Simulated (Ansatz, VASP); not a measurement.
## Two plane-wave programs on Nb

```xyz
1
Lattice="-1.6048 1.6048 1.6048 1.6048 -1.6048 1.6048 1.6048 1.6048 -1.6048" Properties=species:S:1:pos:R:3 pbc="T T T"
Nb    0.0000    0.0000    0.0000
```

Alike in both runs: task single point; functional BLYP; k mesh 22 × 22 × 22; occupations fermi-dirac, width 0.05 eV; collinear spin.

|  | VASP | Ansatz |
| --- | --- | --- |
| version | VASP 6.6.1 | Ansatz 0.2.0 |
| potentials or method | VASP PAW PBE potentials, release 64 (Nb_sv), cutoff 520 eV | plane waves (420 eV) with PAW, scalar-relativistic |
| valence electrons in the cell | 13 | 13 |

|  | VASP | Ansatz | Ansatz less VASP |
| --- | --- | --- | --- |
| pressure (GPa) | 25.9 | 26.0 | +0.11 |
| net moment per atom (μB) | 0.00 | 0.00 | 0.000 |

VASP's potentials were made for PBE, not for BLYP. With one functional, cell and mesh, what is left measures potentials, basis and numerics. Ansatz's warnings: seeded moment not kept.
